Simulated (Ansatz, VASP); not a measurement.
# Two plane-wave programs on C

File INCAR:

```
SYSTEM = C
ALGO     = Normal         ! electronic algorithm
DIPOL    = 0.5 0.5 0.625
EDIFF    = 1E-6           ! SCF threshold, eV
ENCUT    = 520            ! plane-wave cutoff, eV
GGA      = CA             ! functional
GGA_COMPAT= .FALSE.      
IDIPOL   = 3            
ISIF     = 2              ! what is computed and relaxed
ISMEAR   = 0              ! smearing method
LASPH    = .TRUE.         ! aspherical terms in the spheres
LCHARG   = .FALSE.        ! write CHGCAR
LDIPOL   = .TRUE.       
LREAL    = .FALSE.        ! projectors in reciprocal space
LWAVE    = .FALSE.        ! write WAVECAR
NBANDS   = 11             ! bands
NELM     = 120            ! most SCF steps
NELMDL   = -8           
PREC     = Accurate       ! precision mode
SIGMA    = 0.04           ! smearing width, eV
```

KPOINTS

```
k-points
0
G
  15 15 1
  0 0 0
```

POSCAR

```
C
1.0
    2.4447261156      0.0000000000      0.0000000000
   -1.2223630578      2.1171949214      0.0000000000
    0.0000000000      0.0000000000     20.6537592358
C
2
Direct
    1.0000000000      0.0000000000      0.6246838017
    0.3333333333      0.6666666667      0.6251862296
```

Input for Ansatz:

```yaml
crystal:
  lattice:
    - [2.4447261156, 0.0, 0.0]
    - [-1.2223630578, 2.1171949214, 0.0]
    - [0.0, 0.0, 20.6537592358]
  atoms:
    - { symbol: C, position: [1.0, 0.0, 0.6246838017] }
    - { symbol: C, position: [0.3333333333, 0.6666666667, 0.6251862296] }
basis:
  ecutwfc: 420
kpoints:
  mp_grid: { grid: [15, 15, 1] }
hamiltonian:
  xc: lda
scf:
  occupations: { method: gaussian, width: 0.04 }
  n_extra_bands: 6
  max_iter: 160
output:
  forces: true
  eigenvalues: true
  write_density: true
  write_potential: true
  elf: true
  volumetric_format: npy
efield:
  axis: 3
  dipole_correction: true
```

Alike in both runs: task single point; functional LDA; k mesh 15 × 15 × 1; occupations gaussian, width 0.04 eV; no spin polarisation.

```csv
,VASP,Ansatz
version,VASP 6.6.1,Ansatz 0.2.0
potentials or method,"VASP PAW LDA potentials, release 64 (C), cutoff 520 eV","scalar-relativistic, plane waves, PAW"
valence electrons in the cell,8,8
```

|  | VASP | Ansatz | Ansatz less VASP |
| --- | --- | --- | --- |
| gap on the k mesh at the Fermi level (eV) | none | none | - |
| rms of the force components (eV/Å) | 0.106 | 0.107 | +0.0006 |

LDA's correlation is that of Perdew and Zunger in VASP and of Perdew and Wang (1992) in Ansatz. Atom by atom the forces differ by 0.001 eV/Å (rms over components). A gap of «none» marks a metal or a gap that the smearing closes. Ansatz's warnings: xc potential rough in thin density.
